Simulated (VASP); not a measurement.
Input of a VASP 6.6.1 run:

Contents of INCAR:

```
PREC = Accurate ; ENCUT = 500
EDIFF = 1E-6 ; ISMEAR = 0
SIGMA = 0.02 ; LREAL = F
LASPH = T ; NELM = 120
ALGO = Normal ; ISIF = 2
LWAVE = F ; LCHARG = T
GGA = PE ; LELF = T
LVHAR = T ; NBANDS = 15
GGA_COMPAT = F
```

Contents of KPOINTS:

```
regular mesh
0
Gamma
  6 6 6
```

Contents of POSCAR:

```
KCl
1.0
    0.0000000000      3.1907008030      3.1907008030
    3.1907008030      0.0000000000      3.1907008030
    3.1907008030      3.1907008030      0.0000000000
K Cl
1 1
Direct
    0.0000000000      0.0000000000      0.0000000000
    0.5000000000      0.5000000000      0.5000000000
```

Potentials or basis: VASP PAW PBE potentials, release 64 (K_sv, Cl).

The run is started by

```sh
$ cat potpaw_PBE.64/K_sv/POTCAR potpaw_PBE.64/Cl/POTCAR > POTCAR
$ mpirun -np 1 vasp_std > vasp.out
```

(1) Estimate the pressure.

(2) Estimate the band gap on the k mesh.

Results:

(1) 0.0 GPa.

(2) 5.05 eV, direct.
